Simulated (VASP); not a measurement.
# CuAu (P4/mmm) in VASP: a series of runs

CuAu is run at these levels: PBEsol; tasks: single point.

Program: VASP 6.6.1. These are calculated values, not measurements. Logs are shortened: lines on timing, memory, paths and dates and some standing lists are left out, and cuts for length are marked.

**1. The cell of the first run**

The structure is tetragonal, space group P4/mmm (No. 123). The conventional cell has a = 2.820 Å, b = 2.820 Å, c = 3.574 Å, α = 90.00°, β = 90.00°, γ = 90.00°. Cu (site symmetry 4/mmm) has 8 Au at 2.68 Å and 4 Cu at 2.82 Å within 3.5 Å. Within 3.5 Å of Au (site symmetry 4/mmm) lie 8 Cu at 2.68 Å and 4 Au at 2.82 Å.

**2. Single point, PBEsol**

INCAR reads:

```
PREC     = Accurate       # precision mode
ENCUT    = 520            # plane-wave cutoff, eV
EDIFF    = 1E-6           # SCF threshold, eV
ISMEAR   = 0              # smearing method
SIGMA    = 0.1            # smearing width, eV
LREAL    = F              # projectors in reciprocal space
LASPH    = T              # aspherical terms in the spheres
NELM     = 80             # most SCF steps
ALGO     = Fast           # electronic algorithm
ISIF     = 2              # what is computed and relaxed
LWAVE    = F              # write WAVECAR
LCHARG   = F              # write CHGCAR
GGA      = PS             # functional
NBANDS   = 18             # bands
```

KPOINTS reads:

```
Automatic mesh
0
Gamma
  12 12 10
```

POSCAR reads:

```
CuAu
1.0
    2.8199208674      0.0000000000      0.0000000000
    0.0000000000      2.8199208674      0.0000000000
    0.0000000000      0.0000000000      3.5739976122
Cu Au
1 1
Direct
    0.5000000000      0.5000000000      0.5000000000
    0.0000000000      0.0000000000      0.0000000000
```

Potentials or basis: VASP PAW PBE potentials, release 64 (Cu, Au).

Started as:

```sh
$ cat potpaw_PBE.64/Cu/POTCAR potpaw_PBE.64/Au/POTCAR > POTCAR
$ mpirun -np 1 vasp_std > vasp.out
```

OUTCAR:

```text
PREC = Accurate
   ENCUT = 520
   EDIFF = 1E-6
   ISMEAR = 0
   LREAL = F
   LASPH = T
   NELM = 80
   ISIF = 2
   GGA = PS

 ion  position               nearest neighbor table
   1  0.500  0.500  0.500-   2 2.68   2 2.68   2 2.68   2 2.68   2 2.68   2 2.68   2 2.68   2 2.68

   2  0.000  0.000  0.000-   1 2.68   1 2.68   1 2.68   1 2.68   1 2.68   1 2.68   1 2.68   1 2.68

  LATTYP: Found a simple tetragonal cell.
 ALAT       =     2.8199208674
 C/A-ratio  =     1.2674106049

  Lattice vectors:

 A1 = (   2.8199208674,   0.0000000000,   0.0000000000)
 A2 = (   0.0000000000,   2.8199208674,   0.0000000000)
 A3 = (   0.0000000000,   0.0000000000,   3.5739976122)

Analysis of symmetry for initial positions (statically):
=====================================================================
 Subroutine PRICEL returns:
 Original cell was already a primitive cell.

 Routine SETGRP: Setting up the symmetry group for a
 simple tetragonal supercell.

 Subroutine GETGRP returns: Found 16 space group operations
 (whereof 16 operations were pure point group operations)
 out of a pool of 16 trial point group operations.

The static configuration has the point symmetry D_4h.

Analysis of symmetry for dynamics (positions and initial velocities):
=====================================================================
 Subroutine PRICEL returns:
 Original cell was already a primitive cell.

 Routine SETGRP: Setting up the symmetry group for a
 simple tetragonal supercell.

 Subroutine GETGRP returns: Found 16 space group operations
 (whereof 16 operations were pure point group operations)
 out of a pool of 16 trial point group operations.

The dynamic configuration has the point symmetry D_4h.

 Subroutine INISYM returns: Found 16 space group operations
 (whereof 16 operations are pure point group operations),
 and found     1 'primitive' translations

----------------------------------------------------------------------------------------

                                     Primitive cell

  volume of cell :      28.4203

  direct lattice vectors                    reciprocal lattice vectors
     2.819920867  0.000000000  0.000000000     0.354619880  0.000000000  0.000000000
     0.000000000  2.819920867  0.000000000     0.000000000  0.354619880  0.000000000
     0.000000000  0.000000000  3.573997612     0.000000000  0.000000000  0.279798732

  length of vectors
     2.819920867  2.819920867  3.573997612     0.354619880  0.354619880  0.279798732

  position of ions in fractional coordinates (direct lattice)
     0.500000000  0.500000000  0.500000000
     0.000000000  0.000000000  0.000000000

  ion indices of the primitive-cell ions
   primitive index   ion index
                 1           1
                 2           2

----------------------------------------------------------------------------------------

 KPOINTS: Automatic mesh

Automatic generation of k-mesh.
 Grid dimensions read from file:
 generate k-points for:   12   12   10

 Generating k-lattice:

  Cartesian coordinates                     Fractional coordinates (reciprocal lattice)
     0.029551657  0.000000000  0.000000000     0.083333333  0.000000000  0.000000000
     0.000000000  0.029551657  0.000000000     0.000000000  0.083333333  0.000000000
     0.000000000  0.000000000  0.027979873     0.000000000  0.000000000  0.100000000

  Length of vectors
     0.029551657  0.029551657  0.027979873

  Shift w.r.t. Gamma in fractional coordinates (k-lattice)
     0.000000000  0.000000000  0.000000000

 Subroutine IBZKPT returns following result:
 ===========================================

 Found    168 irreducible k-points:

 Following reciprocal coordinates:
            Coordinates               Weight
  0.000000  0.000000  0.000000      1.000000
  0.083333  0.000000  0.000000      4.000000
  0.166667  0.000000  0.000000      4.000000
  0.250000  0.000000  0.000000      4.000000
  0.333333  0.000000  0.000000      4.000000
  0.416667  0.000000  0.000000      4.000000
[... 16 lines left out ...]
  0.333333  0.333333  0.000000      4.000000
  0.416667  0.333333  0.000000      8.000000
 [... further k-points ...]
   k-points           NKPTS =    168   k-points in BZ     NKDIM =    168   number of bands    NBANDS=     18
   number of dos      NEDOS =    301   number of ions     NIONS =      2
   total plane-waves  NPLWV =  16128
   dimension x,y,z NGX =    24 NGY =   24 NGZ =   28
   dimension x,y,z NGXF=    48 NGYF=   48 NGZF=   56
   ions per type =               1   1
   NGX,Y,Z   is equivalent  to a cutoff of  14.15, 14.15, 13.02 a.u.
   NGXF,Y,Z  is equivalent  to a cutoff of  28.30, 28.30, 26.05 a.u.
 SYSTEM =  unknown system
   PREC   = accura    normal or accurate (medium, high low for compatibility)
   ISTART =      0    job   : 0-new  1-cont  2-samecut
   ICHARG =      2    charge: 1-file 2-atom 10-const
   ISPIN  =      1    spin polarized calculation?
   LNONCOLLINEAR =      F non collinear calculations
   LSORBIT =      F    spin-orbit coupling
   LASPH  =      T    aspherical Exc in radial PAW
   ENCUT  =  520.0 eV  38.22 Ry    6.18 a.u.   5.24  5.24  6.65*2*pi/ulx,y,z
   NELM   =     80;   NELMIN=  2; NELMDL= -5     # of ELM steps
   EDIFF  = 0.1E-05   stopping-criterion for ELM
   LREAL  =      F    real-space projection
   EDIFFG = 0.1E-04   stopping-criterion for IOM
   NSW    =      0    number of steps for IOM
   IBRION =     -1    ionic relax: 0-MD 1-quasi-New 2-CG
   NFREE  =      0    steps in history (QN), initial steepest desc. (CG)
   ISIF   =      2    stress and relaxation
   ISYM   =      2    0-nonsym 1-usesym 2-fastsym
   POTIM  = 0.5000    time-step for ionic-motion
   TEBEG  =    0.0;   TEEND  =   0.0 temperature during run
   PSTRESS=    0.0 pullay stress
   NELECT =      22.0000    total number of electrons
   NUPDOWN=      -1.0000    fix difference up-down
   EMIN   =  10.00;   EMAX   =-10.00  energy-range for DOS
   EFERMI =   0.00;   METHOD = LEGACY
   ISMEAR =     0;   SIGMA  =   0.10  broadening in eV -4-tet -1-fermi 0-gaus
   EFERMI_NEDOS =   21; number of points for ismear=-14 and -15
   IALGO  =     68    algorithm
   IMIX   =      4    mixing-type and parameters
     AMIX     =   0.40;   BMIX     =  1.00
     AMIX_MAG =   1.60;   BMIX_MAG =  1.00
  volume/ion in A,a.u.               =      14.21        95.89
  Fermi-wavevector in a.u.,A,eV,Ry     =   1.503164  2.840568 30.742390  2.259502
  Thomas-Fermi vector in A             =   2.614310
   LORBIT       =      0    0 simple, 1 ext, 2 COOP (PROOUT), +10 PAW based schemes
   GGA     = PS    functional components
   LHFCALC =     F    Hartree Fock is set to
   AEXX    =    0.0000 exact exchange contribution
   IVDW    =     0    specifies the selected vdW correction
   LEPSILON=     F    determine dielectric tensor
   LRPA    =     F    only Hartree local field effects (RPA)
 non-spin polarized calculation
 RMM-DIIS sequential band-by-band and
 Gauss-broadening in eV      SIGMA  =   0.10
  energy-cutoff  :      520.00
  volume of cell :       28.42
 maximum number of plane-waves:       797
 NGX is ok and might be reduce to    24
   NGX = 11   NGY = 11   NGZ = 13

 number of electron      21.9999989 magnetization

 Free energy of the ion-electron system (eV)
  ---------------------------------------------------
  ext. energy  EPLUGINS =         0.00000000
  ---------------------------------------------------
  free energy    TOTEN  =        -8.36220300 eV

  energy without entropy =       -8.36087199  energy(sigma->0) =       -8.36153749

 E-fermi :   8.8623     XC(G=0): -12.9774

 val. band max:        8.8595629054   @ k =   0.5000   0.2500   0.0000
 cond. band min:       8.9669575155   @ k =   0.5000   0.1667   0.2000
 fundamental gap:      0.1073946101
 Fermi energy:         8.8623144881

 k-point     1 :       0.0000    0.0000    0.0000
  band No.  band energies     occupation
      1      -1.1390      2.00000
      2       2.1858      2.00000
      3       2.3142      2.00000
      4       4.7126      2.00000
      5       4.7126      2.00000
      6       5.7427      2.00000
[... 10 lines left out ...]
     17      25.5460      0.00000
     18      26.4706      0.00000

 k-point     2 :       0.0833    0.0000    0.0000
  band No.  band energies     occupation
      1      -0.9780      2.00000
      2       2.2652      2.00000
      3       2.4059      2.00000
      4       4.6256      2.00000
      5       4.7522      2.00000
      6       5.6786      2.00000
[... 10 lines left out ...]
     17      26.5509      0.00000
     18      26.7679      0.00000

 k-point     3 :       0.1667    0.0000    0.0000
  band No.  band energies     occupation
      1      -0.5146      2.00000
      2       2.4354      2.00000
      3       2.7247      2.00000
      4       4.3795      2.00000
      5       4.8669      2.00000
      6       5.4971      2.00000
[... 10 lines left out ...]
     17      26.4831      0.00000
     18      28.2792      0.00000

 k-point     4 :       0.2500    0.0000    0.0000
  band No.  band energies     occupation
      1       0.1881      2.00000
      2       2.6641      2.00000
      3       3.2220      2.00000
      4       4.0342      2.00000
      5       5.0441      2.00000
      6       5.2393      2.00000
[... 375 lines left out ...]
      4       3.8169      2.00000
      5       4.2540      2.00000
      6       5.9953      2.00000
[... 10 lines left out ...]
     17      20.6056      0.00000
     18      22.1691      0.00000

 k-point    23 :       0.3333    0.3333    0.0000
  band No.  band energies     occupation
      1       2.0947      2.00000
      2       3.0214      2.00000
      3       3.3722      2.00000
      4       3.5201      2.00000
      5       4.9153      2.00000
      6       5.6399      2.00000
[... 10 lines left out ...]
     17      22.9211      0.00000
     18      22.9239      0.00000

 k-point    24 :       0.4167    0.3333    0.0000
  band No.  band energies     occupation
      1       2.0522      2.00000
      2       3.0323      2.00000
      3       3.1576      2.00000
      4       3.3931      2.00000
      5       5.3090      2.00000
      6       6.4376      2.00000
[... 10 lines left out ...]
     17      21.9849      0.00000
     18      22.1237      0.00000

 [... further k-points ...]
[... 5 lines left out ...]
  --------------------------------------------------------------------------------------
  -------------------------------------------------------------------------------------
  Total        0.0751807      0.0751807     -0.0596953      0.0000000      0.0000000      0.0000000
  in kB        4.2382720      4.2382720     -3.3652892      0.0000000      0.0000000      0.0000000
  external PRESSURE =       1.7037516 kB  Pullay stress =       0.0000000 kB

 VOLUME and BASIS-vectors are now :
 -----------------------------------------------------------------------------
  energy-cutoff  :      520.00
  volume of cell :       28.42
      direct lattice vectors                 reciprocal lattice vectors
     2.819920867  0.000000000  0.000000000     0.354619880  0.000000000  0.000000000
     0.000000000  2.819920867  0.000000000     0.000000000  0.354619880  0.000000000
     0.000000000  0.000000000  3.573997612     0.000000000  0.000000000  0.279798732

 POSITION                                       TOTAL-FORCE (eV/Angst)
 -----------------------------------------------------------------------------------
      1.40996      1.40996      1.78700         0.000000      0.000000      0.000000
      0.00000      0.00000      0.00000         0.000000      0.000000      0.000000
 -----------------------------------------------------------------------------------
    total drift:                                0.000000      0.000000     -0.000000

  FREE ENERGIE OF THE ION-ELECTRON SYSTEM (eV)
  ---------------------------------------------------
  free  energy   TOTEN  =        -8.3622030010 eV

  energy  without entropy=       -8.3608719887  energy(sigma->0) =       -8.36153749
```

Run time: 32 s. Hardware: 1 thread of Intel Xeon 6975P-C (Granite Rapids), shared host; peak memory 0.21 GiB.

What came out:

```yaml
Free_energy: -8.3622 eV
Pressure: 0.2 GPa
Band_gap_on_the_k_mesh: zero (band 11 reaches 14.17 eV, above the bottom of band 12 at 6.82 eV)
```

Caveat: the PAW data sets were made with another functional, which shifts forces and pressure a little; spin-orbit coupling is left out, which moves the levels of the heavy elements.

**3. Single point, PBEsol**

INCAR reads:

```
PREC = Accurate
ENCUT = 520
EDIFF = 1E-6
ISMEAR = 0
SIGMA = 0.1
LREAL = False
LASPH = True
NELM = 80
ALGO = Fast
ISIF = 2
LWAVE = False
LCHARG = False
GGA = PS
NBANDS = 18
```

KPOINTS reads:

```
Automatic mesh
0
Gamma
  16 16 12
```

POSCAR is that of step 2.

Potentials or basis: VASP PAW PBE potentials, release 64 (Cu, Au).

Started as:

```sh
$ cat potpaw_PBE.64/Cu/POTCAR potpaw_PBE.64/Au/POTCAR > POTCAR
$ mpirun -np 1 vasp_std > vasp.out
```

OUTCAR:

```text
PREC = Accurate
   ENCUT = 520
   EDIFF = 1E-6
   ISMEAR = 0
   LREAL = False
   LASPH = True
   NELM = 80
   ISIF = 2
   GGA = PS

 ion  position               nearest neighbor table
   1  0.500  0.500  0.500-   2 2.68   2 2.68   2 2.68   2 2.68   2 2.68   2 2.68   2 2.68   2 2.68

   2  0.000  0.000  0.000-   1 2.68   1 2.68   1 2.68   1 2.68   1 2.68   1 2.68   1 2.68   1 2.68

  LATTYP: Found a simple tetragonal cell.
 ALAT       =     2.8199208674
 C/A-ratio  =     1.2674106049

  Lattice vectors:

 A1 = (   2.8199208674,   0.0000000000,   0.0000000000)
 A2 = (   0.0000000000,   2.8199208674,   0.0000000000)
 A3 = (   0.0000000000,   0.0000000000,   3.5739976122)

Analysis of symmetry for initial positions (statically):
=====================================================================
 Subroutine PRICEL returns:
 Original cell was already a primitive cell.

 Routine SETGRP: Setting up the symmetry group for a
 simple tetragonal supercell.

 Subroutine GETGRP returns: Found 16 space group operations
 (whereof 16 operations were pure point group operations)
 out of a pool of 16 trial point group operations.

The static configuration has the point symmetry D_4h.

Analysis of symmetry for dynamics (positions and initial velocities):
=====================================================================
 Subroutine PRICEL returns:
 Original cell was already a primitive cell.

 Routine SETGRP: Setting up the symmetry group for a
 simple tetragonal supercell.

 Subroutine GETGRP returns: Found 16 space group operations
 (whereof 16 operations were pure point group operations)
 out of a pool of 16 trial point group operations.

The dynamic configuration has the point symmetry D_4h.

 Subroutine INISYM returns: Found 16 space group operations
 (whereof 16 operations are pure point group operations),
 and found     1 'primitive' translations

[... 105 lines left out ...]
   NELECT =      22.0000    total number of electrons
   NUPDOWN=      -1.0000    fix difference up-down
   EMIN   =  10.00;   EMAX   =-10.00  energy-range for DOS
   EFERMI =   0.00;   METHOD = LEGACY
   ISMEAR =     0;   SIGMA  =   0.10  broadening in eV -4-tet -1-fermi 0-gaus
   EFERMI_NEDOS =   21; number of points for ismear=-14 and -15
   IALGO  =     68    algorithm
   IMIX   =      4    mixing-type and parameters
     AMIX     =   0.40;   BMIX     =  1.00
     AMIX_MAG =   1.60;   BMIX_MAG =  1.00
  volume/ion in A,a.u.               =      14.21        95.89
  Fermi-wavevector in a.u.,A,eV,Ry     =   1.503164  2.840568 30.742390  2.259502
  Thomas-Fermi vector in A             =   2.614310
   LORBIT       =      0    0 simple, 1 ext, 2 COOP (PROOUT), +10 PAW based schemes
   GGA     = PS    functional components
   LHFCALC =     F    Hartree Fock is set to
   AEXX    =    0.0000 exact exchange contribution
   IVDW    =     0    specifies the selected vdW correction
   LEPSILON=     F    determine dielectric tensor
   LRPA    =     F    only Hartree local field effects (RPA)
 non-spin polarized calculation
 RMM-DIIS sequential band-by-band and
 Gauss-broadening in eV      SIGMA  =   0.10
  energy-cutoff  :      520.00
  volume of cell :       28.42
 maximum number of plane-waves:       797
 NGX is ok and might be reduce to    24
   NGX = 11   NGY = 11   NGZ = 13

 number of electron      21.9999989 magnetization

 Free energy of the ion-electron system (eV)
  ---------------------------------------------------
  ext. energy  EPLUGINS =         0.00000000
  ---------------------------------------------------
  free energy    TOTEN  =        -8.35936704 eV

  energy without entropy =       -8.35639294  energy(sigma->0) =       -8.35787999

 E-fermi :   8.9151     XC(G=0): -12.9777

 val. band max:        8.9130911895   @ k =   0.5000   0.3125   0.0833
 cond. band min:       8.9331112050   @ k =   0.5000   0.3750   0.0000
 fundamental gap:      0.0200200156
 Fermi energy:         8.9150856100

 k-point     1 :       0.0000    0.0000    0.0000
  band No.  band energies     occupation
      1      -1.1392      2.00000
      2       2.1810      2.00000
      3       2.3135      2.00000
      4       4.7116      2.00000
      5       4.7116      2.00000
      6       5.7381      2.00000
[... 481 lines left out ...]
      5       4.7025      2.00000
      6       5.2306      2.00000
[... 10 lines left out ...]
     17      22.2022      0.00000
     18      23.6570      0.00000

 [... further k-points ...]
[... 5 lines left out ...]
  --------------------------------------------------------------------------------------
  -------------------------------------------------------------------------------------
  Total        0.0106529      0.0106529      0.0412296      0.0000000     -0.0000000      0.0000000
  in kB        0.6005488      0.6005488      2.3242987      0.0000000     -0.0000000      0.0000000
  external PRESSURE =       1.1751321 kB  Pullay stress =       0.0000000 kB

 VOLUME and BASIS-vectors are now :
 -----------------------------------------------------------------------------
  energy-cutoff  :      520.00
  volume of cell :       28.42
      direct lattice vectors                 reciprocal lattice vectors
     2.819920867  0.000000000  0.000000000     0.354619880  0.000000000  0.000000000
     0.000000000  2.819920867  0.000000000     0.000000000  0.354619880  0.000000000
     0.000000000  0.000000000  3.573997612     0.000000000  0.000000000  0.279798732

 POSITION                                       TOTAL-FORCE (eV/Angst)
 -----------------------------------------------------------------------------------
      1.40996      1.40996      1.78700         0.000000      0.000000      0.000000
      0.00000      0.00000      0.00000         0.000000      0.000000      0.000000
 -----------------------------------------------------------------------------------
    total drift:                                0.000000      0.000000     -0.000000

  FREE ENERGIE OF THE ION-ELECTRON SYSTEM (eV)
  ---------------------------------------------------
  free  energy   TOTEN  =        -8.3593670409 eV

  energy  without entropy=       -8.3563929435  energy(sigma->0) =       -8.35787999
```

Wall time 67 s (1 thread of Intel Xeon 6975P-C (Granite Rapids), shared host); peak memory 0.28 GiB.

Results:

```yaml
Free_energy: -8.3594 eV
Pressure: 0.1 GPa
Band_gap_on_the_k_mesh: zero (band 11 reaches 14.17 eV, above the bottom of band 12 at 6.82 eV)
```

Levels at points of the mesh, in eV from the Fermi level:
```csv
k point,band 9,band 10,band 11,band 12,band 13,band 14
"(0.00, 0.00, 0.00)",-1.73,-1.50,-1.50,2.51,8.85,9.63
"(0.50, 0.00, 0.00)",-2.53,-2.31,-1.00,-0.30,9.89,9.96
"(0.50, 0.50, 0.00)",-1.37,-1.37,0.35,0.35,4.94,6.82
"(0.00, 0.00, 0.50)",-2.46,-2.46,-2.36,-2.10,14.17,14.50
"(0.50, 0.00, 0.50)",-1.60,-1.54,-1.19,-1.18,2.71,4.61
"(0.50, 0.50, 0.50)",-1.75,-1.74,5.25,5.51,5.51,6.04
```

Caveat: the PAW data sets were made with another functional, which shifts forces and pressure a little; spin-orbit coupling is left out, which moves the levels of the heavy elements.
